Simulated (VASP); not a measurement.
**MnF2: single point with PBE+U**

MnF2:

```
CELL_PARAMETERS angstrom
4.90289 0.00000 0.00000
0.00000 4.90289 0.00000
0.00000 0.00000 3.16178
ATOMIC_POSITIONS crystal
F 0.32700 0.32700 0.00000
F 0.17300 0.82700 0.50000
F 0.67300 0.67300 0.00000
F 0.82700 0.17300 0.50000
Mn 0.00000 0.00000 0.00000
Mn 0.50000 0.50000 0.50000
```

```
Program             : VASP 6.6.1
Task                : single point
Functional          : PBE
Potentials or basis : VASP PAW PBE potentials, release 64 (F, Mn_pv)
Cutoff              : 520 eV
k mesh              : 4 × 4 × 6
Occupations         : fermi-dirac, width 0.1 eV
Spin                : collinear spin, antiferromagnetic start
Starting moments    : [0.0, 0.0, 0.0, 0.0, 4.1, -4.1] μB
Hubbard terms       : Mn d U = 5.21 eV
```

```yaml
Pressure: 17.2 GPa
Largest_force: 2.186 eV/Å
Band_gap_on_the_k_mesh: 3.08 eV (least direct gap 3.10 eV)
Net_moment: 0.00 μB per cell
Site_moments: F -0.03, +0.03 (each value once); Mn +4.68, -4.68 μB
Valence_electrons_inside_the_program's_atomic_spheres: F 6.14; Mn 11.38
```

Forces in eV/Å, atoms in the order of the input:
```
F   -1.546 -1.546  0.000
F    1.546 -1.546  0.000
F    1.546  1.546  0.000
F   -1.546  1.546  0.000
Mn   0.000  0.000  0.000
Mn   0.000  0.000  0.000
```

Stress tensor (GPa, compression positive):
```
11.60  0.00  0.00
 0.00 11.60  0.00
 0.00  0.00 28.29
```

Levels at points of the mesh, in eV from the valence-band top:
Spin up:
| k point | band 23 | band 24 | band 25 | band 26 | band 27 | band 28 | band 29 | band 30 | band 31 | band 32 |
| --- | --- | --- | --- | --- | --- | --- | --- | --- | --- | --- |
| (0.00, 0.00, 0.00) | -2.93 | -2.83 | -2.23 | -1.45 | -0.02 | 3.08 | 5.66 | 6.11 | 6.15 | 6.87 |
| (0.50, 0.00, 0.00) | -2.89 | -2.64 | -2.18 | -1.11 | 0.00 | 5.18 | 5.24 | 5.88 | 6.12 | 6.18 |
| (0.50, 0.50, 0.00) | -2.92 | -2.84 | -2.07 | -1.61 | -0.03 | 5.35 | 5.73 | 6.14 | 6.21 | 6.94 |
| (0.00, 0.00, 0.50) | -2.86 | -2.82 | -1.86 | -1.71 | -1.11 | 5.63 | 5.65 | 5.89 | 6.54 | 6.99 |
| (0.50, 0.00, 0.50) | -3.01 | -2.83 | -1.96 | -1.27 | -1.19 | 5.65 | 5.92 | 6.10 | 6.71 | 6.92 |
| (0.50, 0.50, 0.50) | -2.94 | -2.84 | -1.99 | -1.53 | -1.14 | 5.77 | 5.93 | 6.15 | 6.50 | 6.78 |
Spin down:
```
           k point  band 23  band 24  band 25  band 26  band 27  band 28  band 29  band 30  band 31  band 32
(0.00, 0.00, 0.00)    -2.93    -2.83    -2.23    -1.45    -0.02     3.08     5.66     6.11     6.15     6.87
(0.50, 0.00, 0.00)    -2.89    -2.64    -2.18    -1.11     0.00     5.18     5.24     5.88     6.12     6.18
(0.50, 0.50, 0.00)    -2.92    -2.84    -2.07    -1.61    -0.03     5.35     5.73     6.14     6.21     6.94
(0.00, 0.00, 0.50)    -2.86    -2.82    -1.86    -1.71    -1.11     5.63     5.65     5.89     6.54     6.99
(0.50, 0.00, 0.50)    -3.01    -2.83    -1.96    -1.27    -1.19     5.65     5.92     6.10     6.71     6.92
(0.50, 0.50, 0.50)    -2.94    -2.84    -1.99    -1.53    -1.14     5.77     5.93     6.15     6.50     6.78
```

Eigenvalues of the final occupation matrices:
```
    site  spin  trace               eigenvalues
site 5 d     1   4.84  0.95 0.95 0.95 0.98 1.01
site 5 d     2   0.19  0.01 0.02 0.02 0.05 0.09
site 6 d     1   0.19  0.01 0.02 0.02 0.05 0.09
site 6 d     2   4.84  0.95 0.95 0.95 0.98 1.01
```

Wall time 99 s on 1 thread of Intel(R) Xeon(R) Platinum 8259CL CPU @ 2.50GHz (Skylake/Cascade Lake), on a shared host, peak memory 0.26 GiB.

Caveat: the cell stands under pressure; forces of over 1 eV/Å act on the atoms, so gaps and moduli don't describe the material at rest. The state reached can hang on the start; a lower one may exist.
